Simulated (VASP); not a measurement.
TiTe: single point with PBEsol

TiTe:

```xyz
4
Lattice="3.8420 0.0000 0.0000 -1.9210 3.3273 0.0000 0.0000 0.0000 6.4030" Properties=species:S:1:pos:R:3 pbc="T T T"
Te    1.9210    1.1091    4.8022
Te    0.0000    2.2182    1.6007
Ti    0.0000    0.0000    3.2015
Ti    0.0000    0.0000    0.0000
```

```json
{
 "Program": "VASP 6.6.1",
 "Task": "single point",
 "Functional": "PBEsol",
 "Potentials or basis": "VASP PAW PBE potentials, release 64 (Te, Ti_sv)",
 "Cutoff": "520 eV",
 "k mesh": "8 × 8 × 4",
 "Occupations": "fermi-dirac, width 0.05 eV",
 "Spin": "no spin polarisation"
}
```

| Property | Result |
| --- | --- |
| Pressure | 3.5 GPa |
| Band gap on the k mesh | zero (band 18 reaches 10.34 eV, above the bottom of band 19 at 9.52 eV) |

Stress tensor (GPa, compression positive):
```
1.63 0.00 0.00
0.00 1.63 0.00
0.00 0.00 7.38
```

Levels at points of the mesh, in eV from the Fermi level:
| k point | band 14 | band 15 | band 16 | band 17 | band 18 | band 19 | band 20 | band 21 | band 22 | band 23 |
| --- | --- | --- | --- | --- | --- | --- | --- | --- | --- | --- |
| (0.00, 0.00, 0.00) | -1.68 | -1.06 | -0.85 | -0.85 | -0.57 | -0.57 | -0.43 | -0.43 | 0.95 | 0.95 |
| (0.50, 0.00, 0.00) | -4.52 | -3.82 | -3.03 | -1.93 | -0.09 | 0.55 | 0.69 | 0.81 | 1.13 | 1.39 |
| (0.00, 0.00, 0.50) | -2.90 | -2.90 | -2.90 | -0.05 | -0.05 | -0.05 | -0.05 | 0.29 | 0.29 | 2.57 |
| (0.50, 0.00, 0.50) | -3.81 | -3.47 | -3.47 | -0.94 | -0.94 | 0.83 | 0.83 | 1.07 | 1.07 | 1.80 |

Run time: 34 s on 1 thread of Intel(R) Xeon(R) Platinum 8559C (Emerald Rapids), with other jobs on the host, peak memory 0.22 GiB.

Caveat: the PAW data sets were made with another functional, which shifts forces and pressure a little; spin-orbit coupling is left out, which moves the levels of the heavy elements.
